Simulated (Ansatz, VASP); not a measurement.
## ZrTiN in VASP and in Ansatz

```
Zr Ti N
1.0
     3.33598    0.00000    0.00000
     0.00000    3.37069    0.00000
     0.00000    0.00000    3.44102
Zr Ti N
1 1 1
Cartesian
  0.0000 0.0000 0.0000
  1.6680 1.6853 1.7205
  1.6680 1.6853 0.0000
```

Change from the starting cell: species swapped into the ErCoC type (Pmmm, No. 47).

Alike in both runs: task single point; functional PBE; k mesh 6 × 6 × 6; occupations gaussian, width 0.1 eV; collinear spin.

|  | VASP | Ansatz |
| --- | --- | --- |
| version | VASP 6.6.1 | Ansatz 0.2.0 |
| potentials or method | VASP PAW PBE potentials, release 64 (Zr_sv, Ti_sv, N), cutoff 520 eV | scalar-relativistic, plane waves, PAW |
| valence electrons in the cell | 29 | 29 |

|  | VASP | Ansatz | Ansatz less VASP |
| --- | --- | --- | --- |
| gap on the k mesh at the Fermi level (eV) | none | none | - |
| net moment per atom (μB) | 0.00 | 0.00 | 0.000 |

A gap of «none» marks a metal or a gap that the smearing closes. Ansatz's warnings: seeded moment not kept.
